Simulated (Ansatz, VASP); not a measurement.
Given: the input of a run of Ansatz 0.2.0 on BaTe.

input.yaml

```yaml
crystal:
  lattice:
    - [0.0, 3.4325834396, 3.4325834396]
    - [3.4325834396, 0.0, 3.4325834396]
    - [3.4325834396, 3.4325834396, 0.0]
  atoms:
    - { symbol: Ba, position: [0.0, 0.0, 0.0] }
    - { symbol: Te, position: [0.5, 0.5, 0.5] }
kpoints:
  mp_grid: { grid: [7, 7, 7] }
scf:
  occupations: { method: fermi_dirac, width: 0.05 }
hamiltonian:
  xc: pbe
  pseudopotentials: { kind: all_electron, lapw: { basis_error: 0.0005 } }
output:
  forces: true
  stress: true
  eigenvalues: true
```

Potentials or basis: all-electron LAPW, scalar-relativistic.

The run is started by

```sh
$ ansatz run input.yaml --threads 1 --pin off --max-ram 3072MiB --backend cpu --events-out ev --progress --plain --runs-dir out
```

Problem. Set up the same calculation for VASP 6.6.1. Potentials there: VASP PAW PBE potentials, release 64 (Ba_sv, Te).

Solution. As run (the cutoff follows the program's own potentials):

INCAR

```
SYSTEM = BaTe
ALGO     = Normal         ! electronic algorithm
EDIFF    = 1E-6           ! SCF threshold, eV
ENCUT    = 520            ! plane-wave cutoff, eV
GGA      = PE             ! functional
ISIF     = 2              ! what is computed and relaxed
ISMEAR   = -1             ! smearing method
LASPH    = .True.         ! aspherical terms in the spheres
LCHARG   = .True.         ! write CHGCAR
LELF     = .True.         ! ELF
LREAL    = .False.        ! projectors in reciprocal space
LVHAR    = .True.       
LWAVE    = .False.        ! write WAVECAR
NBANDS   = 15             ! bands
NELM     = 60             ! most SCF steps
PREC     = Accurate       ! precision mode
SIGMA    = 0.05           ! smearing width, eV
```

Contents of KPOINTS:

```
k-points
0
Gamma
  7 7 7
  0 0 0
```

POSCAR

```
BaTe
1.0
    0.0000000000      3.4325834396      3.4325834396
    3.4325834396      0.0000000000      3.4325834396
    3.4325834396      3.4325834396      0.0000000000
Ba Te
1 1
Direct
    0.0000000000      0.0000000000      0.0000000000
    0.5000000000      0.5000000000      0.5000000000
```

Potentials or basis: VASP PAW PBE potentials, release 64 (Ba_sv, Te).

The run is started by

```sh
$ cat potpaw_PBE.64/Ba_sv/POTCAR potpaw_PBE.64/Te/POTCAR > POTCAR
$ mpirun -np 1 vasp_std > vasp.out
```

Both were run:

|  | VASP | Ansatz | Ansatz less VASP |
| --- | --- | --- | --- |
| gap on the k mesh at the Fermi level (eV) | 1.43 | 1.52 | +0.094 |
| least direct gap on the mesh (eV) | 1.81 | 1.87 | +0.057 |
| pressure (GPa) | 3.4 | 3.0 | -0.40 |

Ansatz ran all-electron here, and VASP with PAW potentials.

Spin-orbit coupling is off throughout.
